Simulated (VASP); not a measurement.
MoSe:

```
CELL_PARAMETERS angstrom
3.53123 0.00000 0.00000
0.00000 3.53123 0.00000
0.00000 0.00000 3.53123
ATOMIC_POSITIONS crystal
Mo 0.00000 0.00000 0.00000
Se 0.50000 0.50000 0.50000
```

| Quantity | Value |
| --- | --- |
| Program | VASP 6.6.1 |
| Task | relaxation of cell and atoms |
| Functional | r2SCAN |
| Potentials or basis | VASP PAW PBE potentials, release 64 (Mo_sv, Se) |
| Cutoff | 600 eV |
| k mesh | 12 × 12 × 12 |
| Occupations | gaussian, width 0.1 eV |
| Spin | no spin polarisation |
| Hubbard terms | Mo d U = 4.38 eV |

At the start: pressure -11.5 GPa; volume 22.02 Å³/atom.

Task: Where does the relaxation end?

Result: Over 16 steps the energy falls by 146.4 meV/atom and the volume is 18.50 Å³/atom (-16.0 %); space group Pm-3m (No. 221, to 0.1 Å) before and after.

The path:
```
step  energy change (eV)  largest force (eV/Å)  pressure (GPa)  volume (Å³)
   1              0.0000                0.0000          -11.50        44.03
   2             -0.2493                0.0000            6.10        34.71
   3             -0.2927                0.0000            0.19        36.92
   4             -0.2927                0.0000           -0.17        37.05
   5             -0.2927                0.0000           -0.17        37.05
   6             -0.2927                0.0000           -0.17        37.05
   7             -0.2927                0.0000           -0.15        37.05
   8             -0.2927                0.0000           -0.15        37.05
   9             -0.2927                0.0000           -0.15        37.05
  10             -0.2927                0.0000           -0.15        37.05
  11             -0.2927                0.0000           -0.15        37.05
  12             -0.2927                0.0000           -0.16        37.05
  13             -0.2927                0.0000           -0.15        37.04
  14             -0.2927                0.0000           -0.15        37.04
  15             -0.2928                0.0000           -0.14        37.03
  16             -0.2928                0.0000           -0.04        37.01
```

Final structure:
```yaml
crystal:
  lattice:
    - [3.33240, 0.00000, 0.00000]
    - [0.00000, 3.33240, 0.00000]
    - [0.00000, 0.00000, 3.33240]
  atoms:
    - { symbol: Mo, position: [0.00000, 0.00000, 0.00000] }
    - { symbol: Se, position: [0.50000, 0.50000, 0.50000] }
```

Caveat: the volume moved by over 15 % at a fixed basis, so the end points are rough; the PAW data sets were made with another functional, which shifts forces and pressure a little.
